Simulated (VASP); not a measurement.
# BiB2As (P-4m2) in VASP: notebook

The runs below take BiB2As through single point, with r2SCAN, PBE.

All numbers are computed with VASP 6.6.1; they aren't measurements. Logs are shortened: lines on timing, memory, paths and dates and some standing lists are left out, and cuts for length are marked.

## 1. The cell of the first run

Symmetry: P-4m2, No. 115, tetragonal system. Conventional cell: a = 3.685 Å, b = 3.685 Å, c = 5.275 Å, α = 90.00°, β = 90.00°, γ = 90.00°. Within 2.9 Å of As (site symmetry -4m2) lie 4 B at 2.18 Å. Within 2.9 Å of B (site symmetry 2mm) lie 2 As at 2.18 Å and 2 Bi at 2.36 Å. Bi (site symmetry -4m2) has 4 B at 2.36 Å within 3.1 Å.

## 2. Single point, r2SCAN (17.91 Å³/atom)

The input, POSCAR:

```
BiB2As
1.0
    3.6852387723      0.0000000000      0.0000000000
    0.0000000000      3.6852387723      0.0000000000
    0.0000000000      0.0000000000      5.2748484839
As B Bi
1 2 1
Direct
    0.0000000000      0.0000000000      0.0000000000
    0.0000000000      0.5000000000      0.7807602850
    0.5000000000      0.0000000000      0.2192397150
    0.5000000000      0.5000000000      0.5000000000
```

The input, INCAR.step1:

```
SYSTEM = BiB2As
PREC = Accurate
ENCUT = 520
ISMEAR = 0
SIGMA = 0.01
LREAL = .FALSE.
LASPH = .TRUE.
NELM = 80
NBANDS = 21
GGA = PE
ALGO = Normal
EDIFF = 1E-4
LWAVE = .TRUE.
LCHARG = .FALSE.
```

The input, INCAR.step2:

```
SYSTEM = BiB2As
PREC = Accurate
ENCUT = 520
EDIFF = 1E-7
ISMEAR = 0
SIGMA = 0.01
LREAL = .FALSE.
LASPH = .TRUE.
NELM = 80
ALGO = Normal
ISIF = 2
LWAVE = .FALSE.
LCHARG = .FALSE.
METAGGA = R2SCAN
LMIXTAU = .TRUE.
NBANDS = 21
ISTART = 1
```

The input, KPOINTS:

```
Automatic mesh
0
G
  6 6 4
  0 0 0
```

Potentials or basis: VASP PAW PBE potentials, release 64 (As, B, Bi_d).

On the command line:

```sh
> cat potpaw_PBE.64/As/POTCAR potpaw_PBE.64/B/POTCAR potpaw_PBE.64/Bi_d/POTCAR > POTCAR
> cp INCAR.step1 INCAR
> mpirun -np 1 vasp_std > vasp.out
> cp INCAR.step2 INCAR
> mpirun -np 1 vasp_std > vasp.out
```

OUTCAR:

```text
SYSTEM = BiB2As
   PREC = Accurate
   ENCUT = 520
   EDIFF = 1E-7
   ISMEAR = 0
   LREAL = .FALSE.
   LASPH = .TRUE.
   NELM = 80
   ISIF = 2
   METAGGA = R2SCAN
   ISTART = 1

 ion  position               nearest neighbor table
   1  0.000  0.000  0.000-   2 2.18   3 2.18   2 2.18   3 2.18
   2  0.000  0.500  0.781-   1 2.18   1 2.18   4 2.36   4 2.36
   3  0.500  0.000  0.219-   1 2.18   1 2.18   4 2.36   4 2.36
   4  0.500  0.500  0.500-   2 2.36   3 2.36   3 2.36   2 2.36

  LATTYP: Found a simple tetragonal cell.
 ALAT       =     3.6852387723
 C/A-ratio  =     1.4313451067

  Lattice vectors:

 A1 = (   3.6852387723,   0.0000000000,   0.0000000000)
 A2 = (   0.0000000000,   3.6852387723,   0.0000000000)
 A3 = (   0.0000000000,   0.0000000000,   5.2748484839)

Analysis of symmetry for initial positions (statically):
=====================================================================
 Subroutine PRICEL returns:
 Original cell was already a primitive cell.

 Routine SETGRP: Setting up the symmetry group for a
 simple tetragonal supercell.

 Subroutine GETGRP returns: Found  8 space group operations
 (whereof  8 operations were pure point group operations)
 out of a pool of 16 trial point group operations.

The static configuration has the point symmetry D_2d.

Analysis of symmetry for dynamics (positions and initial velocities):
=====================================================================
 Subroutine PRICEL returns:
 Original cell was already a primitive cell.

 Routine SETGRP: Setting up the symmetry group for a
 simple tetragonal supercell.

 Subroutine GETGRP returns: Found  8 space group operations
 (whereof  8 operations were pure point group operations)
 out of a pool of 16 trial point group operations.

The dynamic configuration has the point symmetry D_2d.

 Subroutine INISYM returns: Found  8 space group operations
 (whereof  8 operations are pure point group operations),
 and found     1 'primitive' translations

----------------------------------------------------------------------------------------

                                     Primitive cell

  volume of cell :      71.6376

  direct lattice vectors                    reciprocal lattice vectors
     3.685238772  0.000000000  0.000000000     0.271352838  0.000000000  0.000000000
     0.000000000  3.685238772  0.000000000     0.000000000  0.271352838  0.000000000
     0.000000000  0.000000000  5.274848484     0.000000000  0.000000000  0.189578905

  length of vectors
     3.685238772  3.685238772  5.274848484     0.271352838  0.271352838  0.189578905

  position of ions in fractional coordinates (direct lattice)
     0.000000000  0.000000000  0.000000000
     0.000000000  0.500000000  0.780760285
     0.500000000  0.000000000  0.219239715
     0.500000000  0.500000000  0.500000000

  ion indices of the primitive-cell ions
   primitive index   ion index
                 1           1
                 2           2
                 3           3
                 4           4

----------------------------------------------------------------------------------------

 KPOINTS: Automatic mesh

Automatic generation of k-mesh.
 Grid dimensions read from file:
 generate k-points for:    6    6    4

 Generating k-lattice:

  Cartesian coordinates                     Fractional coordinates (reciprocal lattice)
     0.045225473  0.000000000  0.000000000     0.166666667  0.000000000  0.000000000
     0.000000000  0.045225473  0.000000000     0.000000000  0.166666667  0.000000000
     0.000000000  0.000000000  0.047394726     0.000000000  0.000000000  0.250000000

  Length of vectors
     0.045225473  0.045225473  0.047394726

  Shift w.r.t. Gamma in fractional coordinates (k-lattice)
     0.000000000  0.000000000  0.000000000

 Subroutine IBZKPT returns following result:
 ===========================================

 Found     30 irreducible k-points:

 Following reciprocal coordinates:
            Coordinates               Weight
  0.000000  0.000000  0.000000      1.000000
  0.166667  0.000000  0.000000      4.000000
  0.333333  0.000000  0.000000      4.000000
  0.500000  0.000000  0.000000      2.000000
  0.166667  0.166667  0.000000      4.000000
  0.333333  0.166667  0.000000      8.000000
[... 16 lines left out ...]
  0.333333  0.000000  0.500000      4.000000
  0.500000  0.000000  0.500000      2.000000
 [... further k-points ...]
   k-points           NKPTS =     30   k-points in BZ     NKDIM =     30   number of bands    NBANDS=     21
   number of dos      NEDOS =    301   number of ions     NIONS =      4
   total plane-waves  NPLWV =  31360
   dimension x,y,z NGX =    28 NGY =   28 NGZ =   40
   dimension x,y,z NGXF=    56 NGYF=   56 NGZF=   80
   ions per type =               1   2   1
   NGX,Y,Z   is equivalent  to a cutoff of  12.63, 12.63, 12.61 a.u.
   NGXF,Y,Z  is equivalent  to a cutoff of  25.26, 25.26, 25.21 a.u.
 SYSTEM =  BiB2As
[... 87 lines left out ...]
     21      15.2039      0.00000

 k-point     3 :       0.3333    0.0000    0.0000
  band No.  band energies     occupation
      1     -17.3101      2.00000
      2     -17.2721      2.00000
      3     -17.2352      2.00000
      4     -17.2058      2.00000
      5     -17.1761      2.00000
      6      -7.8108      2.00000
[... 13 lines left out ...]
     20      13.3705      0.00000
     21      14.3364      0.00000

 k-point     4 :       0.5000    0.0000    0.0000
  band No.  band energies     occupation
      1     -17.2952      2.00000
      2     -17.2851      2.00000
      3     -17.2342      2.00000
      4     -17.2132      2.00000
      5     -17.1602      2.00000
      6      -6.8889      2.00000
[... 13 lines left out ...]
     20      12.6457      0.00000
     21      13.3547      0.00000

 k-point     5 :       0.1667    0.1667    0.0000
  band No.  band energies     occupation
      1     -17.3222      2.00000
      2     -17.2490      2.00000
      3     -17.2468      2.00000
      4     -17.1991      2.00000
      5     -17.1937      2.00000
      6      -8.3104      2.00000
[... 13 lines left out ...]
     20      13.7227      0.00000
     21      14.3740      0.00000

 k-point     6 :       0.3333    0.1667    0.0000
  band No.  band energies     occupation
      1     -17.2873      2.00000
      2     -17.2683      2.00000
      3     -17.2438      2.00000
      4     -17.2145      2.00000
      5     -17.1741      2.00000
      6      -7.5523      2.00000
[... 13 lines left out ...]
     20      12.7467      0.00000
     21      13.7314      0.00000

 k-point     7 :       0.5000    0.1667    0.0000
  band No.  band energies     occupation
      1     -17.2836      2.00000
      2     -17.2699      2.00000
      3     -17.2413      2.00000
      4     -17.2222      2.00000
      5     -17.1593      2.00000
      6      -6.6670      2.00000
[... 13 lines left out ...]
     20      13.6065      0.00000
     21      14.4855      0.00000
[... 291 lines left out ...]
      1     -17.2799      2.00000
      2     -17.2799      2.00000
      3     -17.2488      2.00000
      4     -17.1803      2.00000
      5     -17.1522      2.00000
      6      -5.6759      2.00000
[... 13 lines left out ...]
     20      14.4960      0.00000
     21      15.1894      0.00000

 k-point    21 :       0.0000    0.0000    0.5000
  band No.  band energies     occupation
      1     -17.3644      2.00000
      2     -17.2388      2.00000
      3     -17.2388      2.00000
      4     -17.2066      2.00000
      5     -17.1838      2.00000
      6      -7.8256      2.00000
[... 13 lines left out ...]
     20      13.2097      0.00000
     21      13.2097      0.00000

 k-point    22 :       0.1667    0.0000    0.5000
  band No.  band energies     occupation
      1     -17.3442      2.00000
      2     -17.2506      2.00000
      3     -17.2378      2.00000
      4     -17.1978      2.00000
      5     -17.1911      2.00000
      6      -7.6088      2.00000
[... 13 lines left out ...]
     20      12.7287      0.00000
     21      13.0366      0.00000

 k-point    23 :       0.3333    0.0000    0.5000
  band No.  band energies     occupation
      1     -17.3101      2.00000
      2     -17.2740      2.00000
      3     -17.2358      2.00000
      4     -17.2057      2.00000
      5     -17.1740      2.00000
      6      -7.0657      2.00000
[... 13 lines left out ...]
     20      13.1089      0.00000
     21      13.7625      0.00000

 k-point    24 :       0.5000    0.0000    0.5000
  band No.  band energies     occupation
      1     -17.2950      2.00000
      2     -17.2875      2.00000
      3     -17.2347      2.00000
      4     -17.2130      2.00000
      5     -17.1582      2.00000
      6      -6.6944      2.00000
[... 13 lines left out ...]
     20      13.5110      0.00000
     21      14.3052      0.00000

 [... further k-points ...]

------------------------ aborting loop because EDIFF is reached ----------------------------------------

  FORCE on cell =-STRESS in cart. coord.  units (eV):
  Direction    XX          YY          ZZ          XY          YZ          ZX
  --------------------------------------------------------------------------------------
  -------------------------------------------------------------------------------------
  Total       -2.4304073     -2.4304073     -2.4841112      0.0000000      0.0000000      0.0000000
  in kB      -54.3561125    -54.3561125    -55.5572015      0.0000000      0.0000000      0.0000000
  external PRESSURE =     -54.7564755 kB  Pullay stress =       0.0000000 kB

 VOLUME and BASIS-vectors are now :
 -----------------------------------------------------------------------------
  energy-cutoff  :      520.00
  volume of cell :       71.64
      direct lattice vectors                 reciprocal lattice vectors
     3.685238772  0.000000000  0.000000000     0.271352838  0.000000000  0.000000000
     0.000000000  3.685238772  0.000000000     0.000000000  0.271352838  0.000000000
     0.000000000  0.000000000  5.274848484     0.000000000  0.000000000  0.189578905

 POSITION                                       TOTAL-FORCE (eV/Angst)
 -----------------------------------------------------------------------------------
      0.00000      0.00000      0.00000         0.000000     -0.000000      0.000000
      0.00000      1.84262      4.11839        -0.000000     -0.000000     -0.096500
      1.84262      0.00000      1.15646         0.000000     -0.000000      0.096500
      1.84262      1.84262      2.63742         0.000000      0.000000      0.000000
 -----------------------------------------------------------------------------------
    total drift:                                0.000000      0.000000      0.000000

  FREE ENERGIE OF THE ION-ELECTRON SYSTEM (eV)
  ---------------------------------------------------
  free  energy   TOTEN  =       -86.0054343895 eV

  energy  without entropy=      -86.0054343895  energy(sigma->0) =      -86.00543439
```

Run time: 66 s. Hardware: 1 thread of Intel Xeon 6975P-C (Granite Rapids), shared host; peak memory 0.2 GiB.

Results:

* Free energy: -86.0054 eV
* Pressure: -5.5 GPa
* Largest force: 0.097 eV/Å
* Band gap on the k mesh: 0.53 eV (least direct gap 0.86 eV)

Forces on the atoms (eV/Å):
```
As   0.000  0.000  0.000
B    0.000  0.000 -0.097
B    0.000  0.000  0.097
Bi   0.000  0.000  0.000
```

Caveat: the cell stands under tension; the PAW data sets were made with another functional, which shifts forces and pressure a little; spin-orbit coupling is left out, which moves the levels of the heavy elements. A k mesh can miss the band edges.

## 3. Single point, PBE

This run uses another cell than the first one, of 16.90 Å³/atom.

The input, INCAR:

```
SYSTEM = BiB2As
ALGO = Normal ; EDIFF = 1E-6
ENCUT = 520 ; GGA = PE
ISIF = 2 ; ISMEAR = 0
LASPH = .True. ; LCHARG = .False.
LREAL = .False. ; LWAVE = .False.
NBANDS = 21 ; NELM = 60
PREC = Accurate ; SIGMA = 0.01
```

The input, KPOINTS:

```
k-points
0
Gamma
  8 8 6
  0 0 0
```

The input, POSCAR:

```
BiB2As
1.0
    3.6143511451      0.0000000000      0.0000000000
    0.0000000000      3.6143511451      0.0000000000
    0.0000000000      0.0000000000      5.1733838256
As B Bi
1 2 1
Direct
    0.0000000000      0.0000000000      0.0000000000
    0.0000000000      0.5000000000      0.7807602850
    0.5000000000      0.0000000000      0.2192397150
    0.5000000000      0.5000000000      0.5000000000
```

Potentials or basis: VASP PAW PBE potentials, release 64 (As, B, Bi_d).

On the command line:

```sh
> cat potpaw_PBE.64/As/POTCAR potpaw_PBE.64/B/POTCAR potpaw_PBE.64/Bi_d/POTCAR > POTCAR
> mpirun -np 1 vasp_std > vasp.out
```

Wall time 38 s (1 thread of Intel Xeon 6975P-C (Granite Rapids), shared host); peak memory 0.23 GiB.

The run converged. Its results:

```yaml
Free_energy: -19.9634 eV
Pressure: 1.8 GPa
Largest_force: 0.015 eV/Å
Band_gap_on_the_k_mesh: 0.34 eV (least direct gap 0.80 eV)
```

Forces on the atoms (eV/Å):
```
As   0.000  0.000  0.000
B    0.000  0.000  0.015
B    0.000  0.000 -0.015
Bi   0.000  0.000  0.000
```

Stress tensor (GPa, compression positive):
```
1.75 0.00 0.00
0.00 1.75 0.00
0.00 0.00 1.89
```

Levels at points of the mesh, in eV from the valence-band top:
```
           k point  band 9  band 10  band 11  band 12  band 13  band 14  band 15  band 16  band 17  band 18
(0.00, 0.00, 0.00)   -4.21    -4.21    -0.43     0.00     0.00     0.80     0.83     1.90     2.86     2.86
(0.50, 0.00, 0.00)   -6.59    -4.88    -4.88    -2.98    -1.15     1.66     3.39     4.64     4.81     5.00
(0.50, 0.50, 0.00)   -8.43    -4.54    -3.99    -3.99    -3.39     0.34     0.90     0.90     1.51     8.84
(0.00, 0.00, 0.50)   -4.47    -3.56    -3.56    -1.83    -1.83     0.60     1.18     3.40     3.56     6.03
(0.50, 0.00, 0.50)   -8.22    -2.95    -2.11    -1.83    -0.92     0.91     1.21     3.39     4.26     4.39
(0.50, 0.50, 0.50)   -8.05    -5.19    -5.19    -5.02    -4.72     4.04     4.34     4.34     4.40     5.47
```

Caveat: spin-orbit coupling is left out, which moves the levels of the heavy elements. A k mesh can miss the band edges.

## 4. Single point, r2SCAN

This run uses another cell than the first one, of 16.90 Å³/atom.

POSCAR is that of step 3.

The input, INCAR.step1:

```
SYSTEM = BiB2As
ALGO = Normal ; EDIFF = 1E-4
ENCUT = 520 ; GGA = PE
ISMEAR = 0 ; LASPH = .TRUE.
LCHARG = .FALSE. ; LREAL = .FALSE.
LWAVE = .TRUE. ; NBANDS = 21
NELM = 80 ; PREC = Accurate
SIGMA = 0.01
```

The input, INCAR.step2:

```
SYSTEM = BiB2As
ALGO = Normal ; EDIFF = 1E-7
ENCUT = 520 ; ISIF = 2
ISMEAR = 0 ; ISTART = 1
LASPH = .TRUE. ; LCHARG = .FALSE.
LMIXTAU = .TRUE. ; LREAL = .FALSE.
LWAVE = .FALSE. ; METAGGA = R2SCAN
NBANDS = 21 ; NELM = 80
PREC = Accurate ; SIGMA = 0.01
```

The input, KPOINTS:

```
k-points
0
G
  8 8 6
  0 0 0
```

On the command line:

```sh
> cat potpaw_PBE.64/As/POTCAR potpaw_PBE.64/B/POTCAR potpaw_PBE.64/Bi_d/POTCAR > POTCAR
> cp INCAR.step1 INCAR
> mpirun -np 1 vasp_std > vasp.out
> cp INCAR.step2 INCAR
> mpirun -np 1 vasp_std > vasp.out
```

Wall time 2.4 min (1 thread of Intel Xeon 6975P-C (Granite Rapids), shared host); peak memory 0.24 GiB.

The run converged. Its results:

```
Free energy            : -86.0903 eV
Pressure               : 0.0 GPa
Largest force          : 0.014 eV/Å
Band gap on the k mesh : 0.49 eV (least direct gap 0.87 eV)
```

Forces in eV/Å, atoms in the order of the input:
```
As   0.000  0.000  0.000
B    0.000  0.000 -0.014
B    0.000  0.000  0.014
Bi   0.000  0.000  0.000
```

Stress tensor (GPa, compression positive):
```
-0.05  0.00  0.00
 0.00 -0.05  0.00
 0.00  0.00  0.15
```

Levels at points of the mesh, in eV from the valence-band top:
| k point | band 11 | band 12 | band 13 | band 14 | band 15 | band 16 |
| --- | --- | --- | --- | --- | --- | --- |
| (0.00, 0.00, 0.00) | -0.44 | 0.00 | 0.00 | 0.87 | 1.02 | 2.14 |
| (0.50, 0.00, 0.00) | -5.12 | -3.19 | -1.23 | 1.84 | 3.70 | 5.02 |
| (0.50, 0.50, 0.00) | -4.23 | -4.23 | -3.60 | 0.49 | 1.04 | 1.04 |
| (0.00, 0.00, 0.50) | -3.79 | -1.95 | -1.95 | 0.69 | 1.37 | 3.68 |
| (0.50, 0.00, 0.50) | -2.25 | -1.96 | -0.99 | 1.07 | 1.38 | 3.60 |
| (0.50, 0.50, 0.50) | -5.45 | -5.29 | -4.96 | 4.42 | 4.71 | 4.71 |

Caveat: the PAW data sets were made with another functional, which shifts forces and pressure a little; spin-orbit coupling is left out, which moves the levels of the heavy elements. A k mesh can miss the band edges.

## 5. Overview

| level | cell | k mesh | gap on the mesh (eV) | pressure (GPa) | largest force (eV/Å) |
| --- | --- | --- | --- | --- | --- |
| r2SCAN | a = 3.685, b = 3.685, c = 5.275 Å, 4 atoms | 6 × 6 × 4 | 0.53 | -5.5 | 0.10 |
| PBE | a = 3.614, b = 3.614, c = 5.173 Å, 4 atoms | 8 × 8 × 6 | 0.34 | 1.8 | 0.01 |
| r2SCAN | a = 3.614, b = 3.614, c = 5.173 Å, 4 atoms | 8 × 8 × 6 | 0.49 | 0.0 | 0.01 |

Alike in all rows: task single point; potentials or basis VASP PAW PBE potentials, release 64 (As, B, Bi_d); no spin polarisation; cutoff (eV) 520; smearing gaussian 0.01 eV.

Caveats: spin-orbit coupling is left out, which moves the levels of the heavy elements; the PAW data sets were made with another functional, which shifts forces and pressure a little (at least some runs); the cell stands under tension (at least some runs).

Total energies depend on the potentials used, so only differences within one code and one set of settings carry meaning.
